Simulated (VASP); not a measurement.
Input of a VASP 6.6.1 run:

INCAR

```
SYSTEM = Cu
PREC = Accurate
ENCUT = 520
EDIFF = 1E-6
ISMEAR = 0
SIGMA = 0.15
LREAL = .FALSE.
LASPH = .TRUE.
NELM = 60
ALGO = Fast
ISIF = 2
LWAVE = .FALSE.
LCHARG = .FALSE.
GGA = PE
NBANDS = 12
```

File KPOINTS:

```
Automatic mesh
0
G
  24 24 24
  0 0 0
```

File POSCAR:

```
Cu
1.0
   -1.4399138903      1.4399138903      1.5238608701
    1.4399138903     -1.4399138903      1.5238608701
    1.4399138903      1.4399138903     -1.5238608701
Cu
1
Direct
    0.0000000000      0.0000000000      0.0000000000
```

Potentials or basis: VASP PAW PBE potentials, release 64 (Cu).

Run with:

```console
$ cat potpaw_PBE.64/Cu/POTCAR > POTCAR
$ mpirun -np 1 vasp_std > vasp.out
```

(1) What does it give for the pressure?

(2) Estimate the band gap on the k mesh.

Answers

(1) -5.7 GPa.

(2) zero (an odd number of electrons rules out a gap without spin polarisation).

Caveat: the cell stands under tension.
